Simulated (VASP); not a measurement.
# MoPt2 (Immm) in VASP: further runs

MoPt2 is run at these levels: LDA; tasks: single point.

Everything below comes from runs of VASP 6.6.1. Logs are shortened: lines on timing, memory, paths and dates and some standing lists are left out, and cuts for length are marked.

## (1) The cell of the first run

It takes space group Immm (No. 71, orthorhombic). Conventional cell: a = 2.748 Å, b = 3.915 Å, c = 8.238 Å, α = 90.00°, β = 90.00°, γ = 90.00°. Mo (site symmetry mmm) has 10 Pt at 2.68 to 2.91 Å and 2 Mo at 2.75 Å within 3.5 Å. Pt (site symmetry mm2) has 7 Pt at 2.42 to 2.93 Å and 5 Mo at 2.68 to 2.91 Å within 3.2 Å.

## (2) Single point, LDA

File INCAR:

```
PREC     = Accurate       # precision mode
ENCUT    = 520            # plane-wave cutoff, eV
EDIFF    = 1E-6           # SCF threshold, eV
ISMEAR   = -1             # smearing method
SIGMA    = 0.05           # smearing width, eV
LREAL    = F              # projectors in reciprocal space
LASPH    = T              # aspherical terms in the spheres
NELM     = 100            # most SCF steps
ALGO     = Normal         # electronic algorithm
ISIF     = 2              # what is computed and relaxed
LWAVE    = F              # write WAVECAR
LCHARG   = T              # write CHGCAR
GGA      = CA             # functional
LELF     = T              # ELF
LVHAR    = T            
NBANDS   = 24             # bands
```

File KPOINTS:

```
regular mesh
0
Gamma
  13 13 13
```

File POSCAR:

```
MoPt2
1.0
   -1.3740000000      1.9575000000      4.1190000000
    1.3740000000     -1.9575000000      4.1190000000
    1.3740000000      1.9575000000     -4.1190000000
Mo Pt
1 2
Direct
    0.0000000000      0.0000000000      0.0000000000
    0.6470000000      0.6470000000      0.0000000000
    0.3530000000      0.3530000000      0.0000000000
```

Potentials or basis: VASP PAW LDA potentials, release 64 (Mo_sv, Pt).

Command:

```bash
$ cat potpaw_LDA.64/Mo_sv/POTCAR potpaw_LDA.64/Pt/POTCAR > POTCAR
$ mpirun -np 1 vasp_std > vasp.out
```

OUTCAR:

```text
PREC = Accurate
   ENCUT = 520
   EDIFF = 1E-6
   ISMEAR = -1
   LREAL = F
   LASPH = T
   NELM = 100
   ISIF = 2
   GGA = CA

 ion  position               nearest neighbor table
   1  0.000  0.000  0.000-   2 2.68   2 2.68   2 2.68   3 2.68   2 2.68   3 2.68   3 2.68   3 2.68
                             2 2.91   3 2.91
   2  0.647  0.647  0.000-   3 2.42   1 2.68   1 2.68   1 2.68   1 2.68   1 2.91   3 2.93   3 2.93
                             3 2.93   3 2.93
   3  0.353  0.353  0.000-   2 2.42   1 2.68   1 2.68   1 2.68   1 2.68   1 2.91   2 2.93   2 2.93
                             2 2.93   2 2.93

  LATTYP: Found a body centered orthorhombic cell.
 ALAT       =     2.7480000000
 B/A-ratio  =     1.4246724891
 C/A-ratio  =     2.9978165939

  Lattice vectors:

 A1 = (  -1.3740000000,   1.9575000000,   4.1190000000)
 A2 = (   1.3740000000,  -1.9575000000,   4.1190000000)
 A3 = (   1.3740000000,   1.9575000000,  -4.1190000000)

Analysis of symmetry for initial positions (statically):
=====================================================================
 Subroutine PRICEL returns:
 Original cell was already a primitive cell.

 Routine SETGRP: Setting up the symmetry group for a
 body centered orthorhombic supercell.

 Subroutine GETGRP returns: Found  8 space group operations
 (whereof  8 operations were pure point group operations)
 out of a pool of  8 trial point group operations.

The static configuration has the point symmetry D_2h.

Analysis of symmetry for dynamics (positions and initial velocities):
=====================================================================
 Subroutine PRICEL returns:
 Original cell was already a primitive cell.

 Routine SETGRP: Setting up the symmetry group for a
 body centered orthorhombic supercell.

 Subroutine GETGRP returns: Found  8 space group operations
 (whereof  8 operations were pure point group operations)
 out of a pool of  8 trial point group operations.

The dynamic configuration has the point symmetry D_2h.

 Subroutine INISYM returns: Found  8 space group operations
 (whereof  8 operations are pure point group operations),
 and found     1 'primitive' translations

----------------------------------------------------------------------------------------

                                     Primitive cell

  volume of cell :      44.3139

  direct lattice vectors                    reciprocal lattice vectors
    -1.374000000  1.957500000  4.119000000     0.000000000  0.255427842  0.121388687
     1.374000000 -1.957500000  4.119000000     0.363901019  0.000000000  0.121388687
     1.374000000  1.957500000 -4.119000000     0.363901019  0.255427842  0.000000000

  length of vectors
     4.762965804  4.762965804  4.762965804     0.282804872  0.383613301  0.444597946

  position of ions in fractional coordinates (direct lattice)
     0.000000000  0.000000000  0.000000000
     0.647000000  0.647000000  0.000000000
     0.353000000  0.353000000  0.000000000

  ion indices of the primitive-cell ions
   primitive index   ion index
                 1           1
                 2           2
                 3           3

----------------------------------------------------------------------------------------

 KPOINTS: regular mesh

Automatic generation of k-mesh.
 Grid dimensions read from file:
 generate k-points for:   13   13   13

 Generating k-lattice:

  Cartesian coordinates                     Fractional coordinates (reciprocal lattice)
     0.000000000  0.019648296  0.009337591     0.076923077  0.000000000  0.000000000
     0.027992386  0.000000000  0.009337591    -0.000000000  0.076923077  0.000000000
     0.027992386  0.019648296  0.000000000    -0.000000000  0.000000000  0.076923077

  Length of vectors
     0.021754221  0.029508715  0.034199842

  Shift w.r.t. Gamma in fractional coordinates (k-lattice)
     0.000000000  0.000000000  0.000000000

 Subroutine IBZKPT returns following result:
 ===========================================

 Found    343 irreducible k-points:

 Following reciprocal coordinates:
            Coordinates               Weight
  0.000000  0.000000  0.000000      1.000000
  0.076923 -0.000000  0.000000      4.000000
  0.153846  0.000000  0.000000      4.000000
  0.230769  0.000000 -0.000000      4.000000
  0.307692  0.000000  0.000000      4.000000
  0.384615 -0.000000  0.000000      4.000000
[... 16 lines left out ...]
  0.153846  0.153846  0.000000      8.000000
  0.230769  0.153846  0.000000      8.000000
 [... further k-points ...]
   k-points           NKPTS =    343   k-points in BZ     NKDIM =    343   number of bands    NBANDS=     24
   number of dos      NEDOS =    301   number of ions     NIONS =      3
   total plane-waves  NPLWV =  46656
   dimension x,y,z NGX =    36 NGY =   36 NGZ =   36
   dimension x,y,z NGXF=    72 NGYF=   72 NGZF=   72
   ions per type =               1   2
   NGX,Y,Z   is equivalent  to a cutoff of  12.57, 12.57, 12.57 a.u.
   NGXF,Y,Z  is equivalent  to a cutoff of  25.13, 25.13, 25.13 a.u.
 SYSTEM =  unknown system
   PREC   = accura    normal or accurate (medium, high low for compatibility)
   ISTART =      0    job   : 0-new  1-cont  2-samecut
   ICHARG =      2    charge: 1-file 2-atom 10-const
   ISPIN  =      1    spin polarized calculation?
   LNONCOLLINEAR =      F non collinear calculations
   LSORBIT =      F    spin-orbit coupling
   LASPH  =      T    aspherical Exc in radial PAW
   ENCUT  =  520.0 eV  38.22 Ry    6.18 a.u.   8.86  8.86  8.86*2*pi/ulx,y,z
   NELM   =    100;   NELMIN=  2; NELMDL= -5     # of ELM steps
   EDIFF  = 0.1E-05   stopping-criterion for ELM
   LREAL  =      F    real-space projection
   EDIFFG = 0.1E-04   stopping-criterion for IOM
   NSW    =      0    number of steps for IOM
   IBRION =     -1    ionic relax: 0-MD 1-quasi-New 2-CG
   NFREE  =      0    steps in history (QN), initial steepest desc. (CG)
   ISIF   =      2    stress and relaxation
   ISYM   =      2    0-nonsym 1-usesym 2-fastsym
   POTIM  = 0.5000    time-step for ionic-motion
   TEBEG  =    0.0;   TEEND  =   0.0 temperature during run
   PSTRESS=    0.0 pullay stress
   NELECT =      34.0000    total number of electrons
   NUPDOWN=      -1.0000    fix difference up-down
   EMIN   =  10.00;   EMAX   =-10.00  energy-range for DOS
   EFERMI =   0.00;   METHOD = LEGACY
   ISMEAR =    -1;   SIGMA  =   0.05  broadening in eV -4-tet -1-fermi 0-gaus
   EFERMI_NEDOS =   21; number of points for ismear=-14 and -15
   IALGO  =     38    algorithm
   IMIX   =      4    mixing-type and parameters
     AMIX     =   0.40;   BMIX     =  1.00
     AMIX_MAG =   1.60;   BMIX_MAG =  1.00
  volume/ion in A,a.u.               =      14.77        99.68
  Fermi-wavevector in a.u.,A,eV,Ry     =   1.498722  2.832174 30.560960  2.246167
  Thomas-Fermi vector in A             =   2.610444
   LORBIT       =      0    0 simple, 1 ext, 2 COOP (PROOUT), +10 PAW based schemes
   GGA     = CA    functional components
   LHFCALC =     F    Hartree Fock is set to
   AEXX    =    0.0000 exact exchange contribution
   IVDW    =     0    specifies the selected vdW correction
   LEPSILON=     F    determine dielectric tensor
   LRPA    =     F    only Hartree local field effects (RPA)
 non-spin polarized calculation
  energy-cutoff  :      520.00
  volume of cell :       44.31
 maximum number of plane-waves:      1217
   NGX = 17   NGY = 17   NGZ = 17

 number of electron      34.0000000 magnetization

 Free energy of the ion-electron system (eV)
  ---------------------------------------------------
  ext. energy  EPLUGINS =         0.00000000
  ---------------------------------------------------
  free energy    TOTEN  =       -27.80660426 eV

  energy without entropy =      -27.79293187  energy(sigma->0) =      -27.79976806

 E-fermi :  12.4546     XC(G=0): -13.8240

 val. band max:       12.4536848042   @ k =  -0.3846  -0.4615   0.3077
 cond. band min:      12.4552029156   @ k =  -0.3846   0.4615   0.3846
 fundamental gap:      0.0015181114
 Fermi energy:        12.4545607331

 k-point     1 :       0.0000    0.0000    0.0000
  band No.  band energies     occupation
      1     -48.6167      2.00000
      2     -22.9622      2.00000
      3     -22.9070      2.00000
      4     -22.3792      2.00000
      5       2.5132      2.00000
      6       6.2257      2.00000
[... 16 lines left out ...]
     23      20.9947      0.00000
     24      22.2836      0.00000

 k-point     2 :       0.0769   -0.0000    0.0000
  band No.  band energies     occupation
      1     -48.6165      2.00000
      2     -22.9641      2.00000
      3     -22.9065      2.00000
      4     -22.3794      2.00000
      5       2.6116      2.00000
      6       6.1619      2.00000
[... 16 lines left out ...]
     23      20.2830      0.00000
     24      21.4059      0.00000

 k-point     3 :       0.1538    0.0000    0.0000
  band No.  band energies     occupation
      1     -48.6161      2.00000
      2     -22.9696      2.00000
      3     -22.9050      2.00000
      4     -22.3797      2.00000
      5       2.8981      2.00000
      6       6.0645      2.00000
[... 16 lines left out ...]
     23      18.9282      0.00000
     24      20.7389      0.00000

 k-point     4 :       0.2308    0.0000   -0.0000
  band No.  band energies     occupation
      1     -48.6155      2.00000
      2     -22.9772      2.00000
      3     -22.9028      2.00000
      4     -22.3803      2.00000
      5       3.3435      2.00000
      6       5.8889      2.00000
[... 16 lines left out ...]
     23      19.3755      0.00000
     24      20.7715      0.00000

 k-point     5 :       0.3077    0.0000    0.0000
  band No.  band energies     occupation
      1     -48.6148      2.00000
      2     -22.9852      2.00000
      3     -22.9005      2.00000
      4     -22.3809      2.00000
      5       3.8910      2.00000
      6       5.5209      2.00000
[... 16 lines left out ...]
     23      19.5772      0.00000
     24      21.6603      0.00000

 k-point     6 :       0.3846   -0.0000    0.0000
  band No.  band energies     occupation
      1     -48.6143      2.00000
      2     -22.9918      2.00000
      3     -22.8985      2.00000
      4     -22.3813      2.00000
      5       4.4395      2.00000
      6       5.1971      2.00000
[... 16 lines left out ...]
     23      19.6670      0.00000
     24      22.8094      0.00000
[... 379 lines left out ...]
 k-point    21 :       0.0000    0.1538    0.0000
  band No.  band energies     occupation
      1     -48.5935      2.00000
      2     -22.9414      2.00000
      3     -22.8834      2.00000
      4     -22.5853      2.00000
      5       3.2286      2.00000
      6       6.4141      2.00000
[... 16 lines left out ...]
     23      21.2048      0.00000
     24      22.5647      0.00000

 k-point    22 :       0.0769    0.1538    0.0000
  band No.  band energies     occupation
      1     -48.5934      2.00000
      2     -22.9430      2.00000
      3     -22.8834      2.00000
      4     -22.5852      2.00000
      5       3.3824      2.00000
      6       6.3555      2.00000
[... 16 lines left out ...]
     23      20.4336      0.00000
     24      22.3990      0.00000

 k-point    23 :       0.1538    0.1538    0.0000
  band No.  band energies     occupation
      1     -48.5930      2.00000
      2     -22.9475      2.00000
      3     -22.8827      2.00000
      4     -22.5851      2.00000
      5       3.6941      2.00000
      6       6.2560      2.00000
[... 16 lines left out ...]
     23      20.3694      0.00000
     24      22.2514      0.00000

 k-point    24 :       0.2308    0.1538    0.0000
  band No.  band energies     occupation
      1     -48.5925      2.00000
      2     -22.9540      2.00000
      3     -22.8815      2.00000
      4     -22.5849      2.00000
      5       4.1355      2.00000
      6       5.9873      2.00000
[... 16 lines left out ...]
     23      20.2882      0.00000
     24      22.8026      0.00000

 [... further k-points ...]

------------------------ aborting loop because EDIFF is reached ----------------------------------------

  FORCE on cell =-STRESS in cart. coord.  units (eV):
  Direction    XX          YY          ZZ          XY          YZ          ZX
  --------------------------------------------------------------------------------------
  -------------------------------------------------------------------------------------
  Total       -0.6894586      0.2767476      6.0910301      0.0000000      0.0000000      0.0000000
  in kB      -24.9274855     10.0058551    220.2221706      0.0000000      0.0000000      0.0000000
  external PRESSURE =      68.4335134 kB  Pullay stress =       0.0000000 kB

 VOLUME and BASIS-vectors are now :
 -----------------------------------------------------------------------------
  energy-cutoff  :      520.00
  volume of cell :       44.31
      direct lattice vectors                 reciprocal lattice vectors
    -1.374000000  1.957500000  4.119000000     0.000000000  0.255427842  0.121388687
     1.374000000 -1.957500000  4.119000000     0.363901019  0.000000000  0.121388687
     1.374000000  1.957500000 -4.119000000     0.363901019  0.255427842  0.000000000

 POSITION                                       TOTAL-FORCE (eV/Angst)
 -----------------------------------------------------------------------------------
      0.00000      0.00000      0.00000        -0.000000     -0.000000     -0.000000
      0.00000      0.00000      5.32999         0.000000     -0.000000      4.777345
      0.00000      0.00000      2.90801        -0.000000      0.000000     -4.777345
 -----------------------------------------------------------------------------------
    total drift:                                0.000000      0.000000      0.000000

  FREE ENERGIE OF THE ION-ELECTRON SYSTEM (eV)
  ---------------------------------------------------
  free  energy   TOTEN  =       -27.8066042559 eV

  energy  without entropy=      -27.7929318661  energy(sigma->0) =      -27.79976806
```

Run time: 4.7 min. Hardware: 1 thread of Intel Xeon Platinum 8488C (Sapphire Rapids), shared host; peak memory 0.44 GiB.

Results:

| Quantity | Value |
| --- | --- |
| Free energy | -27.8066 eV |
| Pressure | 6.8 GPa |
| Largest force | 4.777 eV/Å |
| Band gap on the k mesh | zero (band 17 reaches 13.39 eV, above the bottom of band 18 at 11.12 eV) |

Forces in eV/Å, atoms in the order of the input:
```
Mo   0.000  0.000  0.000
Pt   0.000  0.000  4.777
Pt   0.000  0.000 -4.777
```

Caveat: spin-orbit coupling is left out, which moves the levels of the heavy elements; forces of over 1 eV/Å act on the atoms, so gaps and moduli don't describe the material at rest.

(Continued in part 2 of 2.)
